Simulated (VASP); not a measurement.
A run of VASP 6.6.1:

File INCAR:

```
PREC = Accurate
ENCUT = 520
EDIFF = 1E-7
ISMEAR = 0
SIGMA = 0.05
LREAL = False
LASPH = True
NELM = 100
ALGO = Normal
ISIF = 2
LWAVE = False
LCHARG = False
GGA = CA
NBANDS = 11
```

The input KPOINTS:

```
regular mesh
0
Gamma
  12 12 12
```

Contents of POSCAR:

```
Si
1.0
    0.0000000000      2.8047962015      2.8047962015
    2.8047962015      0.0000000000      2.8047962015
    2.8047962015      2.8047962015      0.0000000000
Si
2
Direct
    0.5000000000      0.5000000000      0.5000000000
    0.7500000000      0.7500000000      0.7500000000
```

Potentials or basis: VASP PAW LDA potentials, release 64 (Si).

Run with:

```sh
$ cat potpaw_LDA.64/Si/POTCAR > POTCAR
$ mpirun -np 1 vasp_std > vasp.out
```

Hardware: 1 thread of Intel(R) Xeon(R) Platinum 8559C (Emerald Rapids), with other jobs on the host.

Question: Estimate the wall time of this run.

Answer: Wall time 18 s on 1 thread of Intel(R) Xeon(R) Platinum 8559C (Emerald Rapids) (shared host), peak memory 0.15 GiB. Counts: scf iterations 12, k points 72.
